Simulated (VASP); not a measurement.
A run of VASP 6.6.1 is set up as follows.

INCAR

```
SYSTEM = PbSe
  PREC = Accurate
  ENCUT = 500
  EDIFF = 1E-6
  ISMEAR = 0
  SIGMA = 0.01
  LREAL = .False.
  LASPH = .True.
  NELM = 120
  ALGO = Normal
  ISIF = 2
  LWAVE = .False.
  LCHARG = .False.
  GGA = PE
  NBANDS = 17
  GGA_COMPAT = .False.
```

Contents of KPOINTS:

```
regular mesh
0
Gamma
  5 5 5
  0 0 0
```

Contents of POSCAR:

```
PbSe
1.0
    4.3284130000      0.0000000000      0.0000000000
    2.1642065000      3.7485156161      0.0000000000
    2.1642065000      1.2495052054      3.5341344153
Pb Se
1 1
Direct
    0.0000000000      0.0000000000      0.0000000000
    0.5000000000      0.5000000000      0.5000000000
```

Potentials or basis: VASP PAW PBE potentials, release 64 (Pb_d, Se).

The run is started by

```console
$ cat potpaw_PBE.64/Pb_d/POTCAR potpaw_PBE.64/Se/POTCAR > POTCAR
$ mpirun -np 1 vasp_std > vasp.out
```

Problem. Predict the pressure.

Solution. 2.2 GPa.
